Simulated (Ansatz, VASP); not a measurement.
**SbPt: VASP beside Ansatz**

File INCAR:

```
  PREC = Accurate
  ENCUT = 520
  EDIFF = 1E-8
  ISMEAR = -1
  SIGMA = 0.08
  LREAL = F
  LASPH = T
  NELM = 80
  ALGO = Normal
  ISIF = 2
  LWAVE = F
  LCHARG = F
  LEFG = T
  NBANDS = 23
```

File KPOINTS:

```
Automatic mesh
0
Gamma
  11 11 8
```

POSCAR

```
SbPt
1.0
    4.1299978706      0.0000000000      0.0000000000
   -2.0649989353      3.5766830735      0.0000000000
    0.0000000000      0.0000000000      5.4172800000
Sb Pt
2 2
Direct
    0.3333333333      0.6666666667      0.2500000000
    0.6666666667      0.3333333333      0.7500000000
    0.0000000000      0.0000000000      0.0000000000
    0.0000000000      0.0000000000      0.5000000000
```

Input for Ansatz:

```yaml
crystal:
  lattice:
    - [4.1299978706, 0.0, 0.0]
    - [-2.0649989353, 3.5766830735, 0.0]
    - [0.0, 0.0, 5.41728]
  atoms:
    - { symbol: Sb, position: [0.3333333333, 0.6666666667, 0.25] }
    - { symbol: Sb, position: [0.6666666667, 0.3333333333, 0.75] }
    - { symbol: Pt, position: [0.0, 0.0, 0.0] }
    - { symbol: Pt, position: [0.0, 0.0, 0.5] }
kpoints:
  mp_grid: { grid: [11, 11, 8] }
scf:
  occupations: { method: fermi_dirac, width: 0.08 }
hamiltonian:
  xc: lda
  pseudopotentials: { kind: all_electron, datasets: crystal }
output:
  forces: true
  stress: true
  eigenvalues: true
  efg: { contact_densities: true }
```

Change from the starting cell: zz strain of -1 %, crystal datasets.

Alike in both runs: task electric field gradients; functional LDA; k mesh 11 × 11 × 8; occupations fermi-dirac, width 0.08 eV; no spin polarisation.

|  | VASP | Ansatz |
| --- | --- | --- |
| version | VASP 6.6.1 | Ansatz 0.2.0 |
| potentials or method | VASP PAW LDA potentials, release 64 (Sb, Pt), cutoff 520 eV | all-electron PAW with datasets made for the crystal, scalar-relativistic |

Ansatz gave:

* pressure (GPa): 1.6
* traceless stress, the component that is largest in VASP (GPa): 0.15
* size of Vzz on the site where it differs most (V/Å²): 70.0

Question: What did VASP give for the same quantities?

Answer: Pressure (GPa): 1.9; traceless stress, the component that is largest in VASP (GPa): 0.29; size of Vzz on the site where it differs most (V/Å²): 138.5.

LDA's correlation is that of Perdew and Zunger in VASP and of Perdew and Wang (1992) in Ansatz. Ansatz ran all-electron here, and VASP with PAW potentials.

Spin-orbit coupling is off throughout.
